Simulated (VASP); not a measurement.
## Ta3N: single point with PBE

The system is Ta3N.

```
Ta N
1.0
     3.09169    0.00000    0.00000
    -1.54585    2.67749    0.00000
     0.00000    0.00000    7.67171
Ta N
3 1
Direct
  0.66667 0.33333 0.82607
  0.33333 0.66667 0.17393
  0.00000 0.00000 0.50000
  0.00000 0.00000 0.00000
```

- Program: VASP 6.6.1
- Task: single point
- Functional: PBE
- Potentials or basis: VASP PAW PBE potentials, release 64 (Ta_pv, N)
- Cutoff: 520 eV
- k mesh: 10 × 10 × 4
- Occupations: fermi-dirac, width 0.05 eV
- Spin: no spin polarisation

```
Pressure               : -13.2 GPa
Largest force          : 0.402 eV/Å
Band gap on the k mesh : zero (band 19 reaches 6.41 eV, above the bottom of band 20 at 5.89 eV)
```

Forces on the atoms (eV/Å):
```
Ta   0.000  0.000  0.402
Ta   0.000  0.000 -0.402
Ta   0.000  0.000  0.000
N    0.000  0.000  0.000
```

Stress tensor (GPa, compression positive):
```
-13.37   0.00   0.00
  0.00 -13.37   0.00
  0.00   0.00 -12.84
```

Levels at points of the mesh, in eV from the Fermi level:
| k point | band 17 | band 18 | band 19 | band 20 | band 21 | band 22 |
| --- | --- | --- | --- | --- | --- | --- |
| (0.00, 0.00, 0.00) | -0.41 | -0.41 | -0.27 | 0.28 | 0.28 | 0.88 |
| (0.50, 0.00, 0.00) | -1.20 | -0.48 | 0.15 | 0.66 | 0.72 | 3.23 |
| (0.00, 0.00, 0.50) | -1.07 | -0.21 | -0.21 | 0.52 | 0.52 | 1.15 |
| (0.50, 0.00, 0.50) | -1.36 | -1.17 | 0.05 | 0.85 | 1.17 | 2.24 |

It took 72 s on 1 thread of Intel(R) Xeon(R) 6975P-C (Granite Rapids), on a shared host, peak memory 0.22 GiB.

Caveat: spin-orbit coupling is left out, which moves the levels of the heavy elements.
